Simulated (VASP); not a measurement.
Input of a VASP 6.6.1 run:

The input INCAR:

```
ALGO = Normal
EDIFF = 1E-6
EDIFFG = -0.01
ENCUT = 520
GGA = PS
IBRION = 2
ISIF = 2
ISMEAR = 1
LASPH = True
LCHARG = False
LREAL = False
LWAVE = False
NELM = 80
NSW = 80
PREC = Accurate
SIGMA = 0.05
```

KPOINTS

```
k-points
0
Gamma
  1 1 1
```

The input POSCAR:

```
N
1.0
    9.0000000000      0.0000000000      0.0000000000
    0.0000000000      9.5000000000      0.0000000000
    0.0000000000      0.0000000000     10.0000000000
N
2
Direct
    0.5000000000      0.5000000000      0.4445000000
    0.5000000000      0.5000000000      0.5555000000
```

Potentials or basis: VASP PAW PBE potentials, release 64 (N).

The run is started by

```console
$ cat potpaw_PBE.64/N/POTCAR > POTCAR
$ mpirun -np 1 vasp_gam > vasp.out
```

Task: Predict the gap between the frontier levels.

Result: 8.05 eV.

Task: Predict the energy gained by relaxing.

Result: 0.1 meV/atom.

Final structure:
```
N
1.0
     9.00000    0.00000    0.00000
     0.00000    9.50000    0.00000
     0.00000    0.00000   10.00000
N
2
Direct
  0.50000 0.50000 0.44442
  0.50000 0.50000 0.55558
```

Caveat: the standard files for N, O and F lose accuracy on very short bonds.
